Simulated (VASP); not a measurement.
C: single point with PBE+D3(BJ)

The system is C, a slab with vacuum.

```
C
1.0
     2.46572    0.00000    0.00000
    -1.23286    2.13538    0.00000
     0.00000    0.00000   17.50000
C
4
Direct
  0.33333 0.66667 0.25714
  0.66667 0.33333 0.25714
  0.50000 0.33333 0.43200
  0.16667 0.66667 0.43200
```

This cell differs from its parent crystal: layers slid over each other.

- Program: VASP 6.6.1
- Task: single point
- Functional: PBE
- Dispersion: D3(BJ)
- Potentials or basis: VASP PAW PBE potentials, release 64 (C)
- Cutoff: 520 eV
- k mesh: 15 × 15 × 1
- Occupations: gaussian, width 0.1 eV
- Spin: no spin polarisation

```yaml
Largest_force: 0.189 eV/Å
Dispersion_energy_per_atom: -0.127 eV
```

Forces on the atoms (eV/Å):
```
C    0.035 -0.003 -0.185
C    0.035  0.003 -0.185
C   -0.035  0.003  0.185
C   -0.035 -0.003  0.185
```

Wall time 3.1 min on 1 thread of AMD EPYC 7R13, on a shared host, peak memory 0.21 GiB.

Caveat: the cell differs from its parent crystal (layers slid over each other).
